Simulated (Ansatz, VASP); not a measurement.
## CS2 in VASP and in Ansatz

File INCAR:

```
ALGO = Normal
EDIFF = 1E-7
ENCUT = 520
GGA = PE
ISIF = 2
ISMEAR = -1
LASPH = True
LCHARG = False
LREAL = False
LWAVE = False
NBANDS = 25
NELM = 80
PREC = Accurate
SIGMA = 0.05
```

File KPOINTS:

```
k-points
0
Gamma
  6 6 3
```

File POSCAR:

```
CS2
1.0
    3.6457880000     -2.9943140000      0.0000000000
    3.6457880000      2.9943140000      0.0000000000
    0.0000000000      0.0000000000      9.8512570000
S C
4 2
Direct
    0.1815210000      0.8184790000      0.8868670000
    0.3184790000      0.6815210000      0.3868670000
    0.6815210000      0.3184790000      0.6131330000
    0.8184790000      0.1815210000      0.1131330000
    0.5000000000      0.5000000000      0.5000000000
    0.0000000000      0.0000000000      0.0000000000
```

File input.yaml:

```yaml
crystal:
  lattice:
    - [3.645788, -2.994314, 0.0]
    - [3.645788, 2.994314, 0.0]
    - [0.0, 0.0, 9.851257]
  atoms:
    - { symbol: S, position: [0.181521, 0.818479, 0.886867] }
    - { symbol: S, position: [0.318479, 0.681521, 0.386867] }
    - { symbol: S, position: [0.681521, 0.318479, 0.613133] }
    - { symbol: S, position: [0.818479, 0.181521, 0.113133] }
    - { symbol: C, position: [0.5, 0.5, 0.5] }
    - { symbol: C, position: [0.0, 0.0, 0.0] }
kpoints:
  mp_grid: { grid: [6, 6, 3] }
  band_path:
    path:
      - [0.0, 0.0, 0.0]
      - [0.4186366119, -0.4186366119, 0.0]
      - [0.0, -0.5, 0.0]
      - [0.0, -0.5, -0.5]
      - [0.4186366119, -0.4186366119, -0.5]
      - [0.0, 0.0, -0.5]
      - [0.0, 0.0, 0.0]
      - [-0.5, -0.5, 0.0]
    npoints: 8
scf:
  occupations: { method: fermi_dirac, width: 0.05 }
hamiltonian:
  xc: pbe
  pseudopotentials: { kind: all_electron, lapw: { basis_error: 0.002 } }
output:
  forces: true
  stress: true
  eigenvalues: true
```

Alike in both runs: functional PBE; k mesh 6 × 6 × 3; occupations fermi-dirac, width 0.05 eV; no spin polarisation.

|  | VASP | Ansatz |
| --- | --- | --- |
| version | VASP 6.6.1 | Ansatz 0.2.0 |
| potentials or method | VASP PAW PBE potentials, release 64 (S, C), cutoff 520 eV | all-electron LAPW, scalar-relativistic |
| task | single point | band structure |

|  | VASP | Ansatz | Ansatz less VASP |
| --- | --- | --- | --- |
| gap on the k mesh at the Fermi level (eV) | 3.43 | 3.42 | -0.017 |
| least direct gap on the mesh (eV) | 3.43 | 3.42 | -0.017 |
| pressure (GPa) | 0.0 | 0.4 | +0.39 |
| traceless stress, the component that is largest in VASP (GPa) | 0.00 | 0.19 | +0.190 |
| rms of the force components (eV/Å) | 0.001 | 0.107 | +0.1056 |

Atom by atom the forces differ by 0.106 eV/Å (rms over components). Ansatz ran all-electron here, and VASP with PAW potentials.
